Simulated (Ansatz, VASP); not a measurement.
# One calculation of Li2GaC6, two programs

File INCAR:

```
PREC = Accurate ; ENCUT = 520
EDIFF = 1E-6 ; ISMEAR = 0
SIGMA = 0.1 ; LREAL = False
LASPH = True ; NELM = 150
ALGO = Normal ; ISIF = 2
LWAVE = False ; LCHARG = False
ISPIN = 2 ; MAGMOM = 0 0 0 1 1 1 1 1 1
LORBIT = 11 ; GGA = PE
NBANDS = 36
```

The input KPOINTS:

```
regular mesh
0
Gamma
  4 4 4
```

Contents of POSCAR:

```
Li2GaC6
1.0
    0.0000000000      4.5223572600      4.5223572600
    4.5223572600      0.0000000000      4.5223572600
    4.5223572600      4.5223572600      0.0000000000
Li Ga C
2 1 6
Direct
    0.2500000000      0.2500000000      0.2500000000
    0.5000000000      0.5000000000      0.5000000000
    0.0000000000      0.0000000000      0.0000000000
    0.1284943900      0.8715056100      0.8715056100
    0.8715056100      0.1284943900      0.1284943900
    0.8715056100      0.1284943900      0.8715056100
    0.1284943900      0.8715056100      0.1284943900
    0.8715056100      0.8715056100      0.1284943900
    0.1284943900      0.1284943900      0.8715056100
```

Input for Ansatz:

```yaml
crystal:
  lattice:
    - [0.0, 4.52235726, 4.52235726]
    - [4.52235726, 0.0, 4.52235726]
    - [4.52235726, 4.52235726, 0.0]
  atoms:
    - { symbol: Li, position: [0.25, 0.25, 0.25] }
    - { symbol: Li, position: [0.5, 0.5, 0.5] }
    - { symbol: Ga, position: [0.0, 0.0, 0.0] }
    - { symbol: C, position: [0.12849439, 0.87150561, 0.87150561], spin: 1.0 }
    - { symbol: C, position: [0.87150561, 0.12849439, 0.12849439], spin: 1.0 }
    - { symbol: C, position: [0.87150561, 0.12849439, 0.87150561], spin: 1.0 }
    - { symbol: C, position: [0.12849439, 0.87150561, 0.12849439], spin: 1.0 }
    - { symbol: C, position: [0.87150561, 0.87150561, 0.12849439], spin: 1.0 }
    - { symbol: C, position: [0.12849439, 0.12849439, 0.87150561], spin: 1.0 }
basis:
  ecutwfc: 420
kpoints:
  mp_grid: { grid: [4, 4, 4] }
hamiltonian:
  xc: pbe
scf:
  occupations: { method: gaussian, width: 0.1 }
  lower_state_search: "off"
output:
  forces: true
  stress: true
  eigenvalues: true
  populations: true
magnetization:
  spin_polarized: true
```

Alike in both runs: task single point; functional PBE; k mesh 4 × 4 × 4; occupations gaussian, width 0.1 eV; collinear spin.

|  | VASP | Ansatz |
| --- | --- | --- |
| version | VASP 6.6.1 | Ansatz 0.2.0 |
| potentials or method | VASP PAW PBE potentials, release 64 (Li_sv, Ga_d, C), cutoff 520 eV | scalar-relativistic, plane waves, PAW |
| valence electrons in the cell | 43 | 43 |

```csv
,VASP,Ansatz,Ansatz less VASP
gap on the k mesh at the Fermi level (eV),1.06,1.01,-0.054
least direct gap on the mesh (eV),1.06,1.01,-0.054
rms of the force components (eV/Å),45.552,41.626,-3.9260
net moment per atom (μB),0.33,0.33,0.000
size of the moment on the site where the two differ most (μB),0.34,0.16,-0.180
```

Site moments also hang on the region over which each program counts them. Atom by atom the forces differ by 3.926 eV/Å (rms over components). With one functional, cell and mesh, what is left measures potentials, basis and numerics. Ansatz's warnings: stability check not made.

Noted on VASP's run: the cutoff is short for stress, so the pressure is rough.
